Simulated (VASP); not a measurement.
Au, 1 atom in the cell. The structure is cubic, space group Fm-3m (No. 225). The conventional cell has a = 4.177 Å, b = 4.177 Å, c = 4.177 Å, α = 90.00°, β = 90.00°, γ = 90.00°. Au (site symmetry m-3m) has 12 Au at 2.95 Å within 3.9 Å.  This cell differs from its parent crystal: volume scaled by 1.04.

* Program: VASP 6.6.1
* Task: single point
* Functional: r2SCAN
* Potentials or basis: VASP PAW PBE potentials, release 64 (Au)
* Cutoff: 520 eV
* k mesh: 22 × 22 × 22
* Occupations: fermi-dirac, width 0.1 eV
* Spin: no spin polarisation
* Dipole correction: no
* Further INCAR settings: ALGO = Normal; EDIFF = 1e-06; NBANDS = 12

Potentials or basis: VASP PAW PBE potentials, release 64 (Au).

The run is started by

```bash
$ cat potpaw_PBE.64/Au/POTCAR > POTCAR
$ cp INCAR.step1 INCAR
$ mpirun -np 1 vasp_std > vasp.out
$ cp INCAR.step2 INCAR
$ mpirun -np 1 vasp_std > vasp.out
```

Hardware: 1 thread of Intel Xeon 8259CL (shared host).

**Question.** How long does it take, and how much memory?

**Answer.** It took 4.9 min on 1 thread of Intel Xeon 8259CL, on a shared host, peak memory 0.21 GiB. Counts: k points 328.
